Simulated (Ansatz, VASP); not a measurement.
## Sc2AlF3: VASP beside Ansatz

```
CELL_PARAMETERS angstrom
3.72368 0.00000 0.00000
-1.86184 3.22480 0.00000
0.00000 0.00000 7.48329
ATOMIC_POSITIONS crystal
Sc 0.66667 0.33333 0.32341
Sc 0.66667 0.33333 0.67659
Al 0.00000 0.00000 0.00000
F 0.00000 0.00000 0.50000
F 0.33333 0.66667 0.00000
F 0.33333 0.66667 0.50000
```

Change from the starting cell: species swapped into the La2Al3Ge type (P-6m2, No. 187).

Alike in both runs: task single point; functional PBE; k mesh 6 × 6 × 2; occupations gaussian, width 0.1 eV; collinear spin.

|  | VASP | Ansatz |
| --- | --- | --- |
| version | VASP 6.6.1 | Ansatz 0.2.0 |
| potentials or method | VASP PAW PBE potentials, release 64 (Sc_sv, Al, F), cutoff 520 eV | scalar-relativistic, plane waves, PAW |
| valence electrons in the cell | 46 | 46 |

Ansatz gave:

| Property | Result |
| --- | --- |
| gap on the k mesh at the Fermi level (eV) | none |
| pressure (GPa) | 0.0 |
| traceless stress, the component that is largest in VASP (GPa) | 0.41 |
| rms of the force components (eV/Å) | 0.100 |
| net moment per atom (μB) | 0.13 |
| size of the moment on the site where the two differ most (μB) | 0.26 |

Problem. What did VASP give for the same quantities?

Solution. gap on the k mesh at the Fermi level (eV): none; pressure (GPa): 0.0; traceless stress, the component that is largest in VASP (GPa): 0.45; rms of the force components (eV/Å): 0.116; net moment per atom (μB): 0.13; size of the moment on the site where the two differ most (μB): 0.33.

Site moments also hang on the region over which each program counts them. Atom by atom the forces differ by 0.016 eV/Å (rms over components). A gap of «none» marks a metal or a gap that the smearing closes. With one functional, cell and mesh, what is left measures potentials, basis and numerics.

The k mesh is coarse, so the values compare programs but aren't converged.
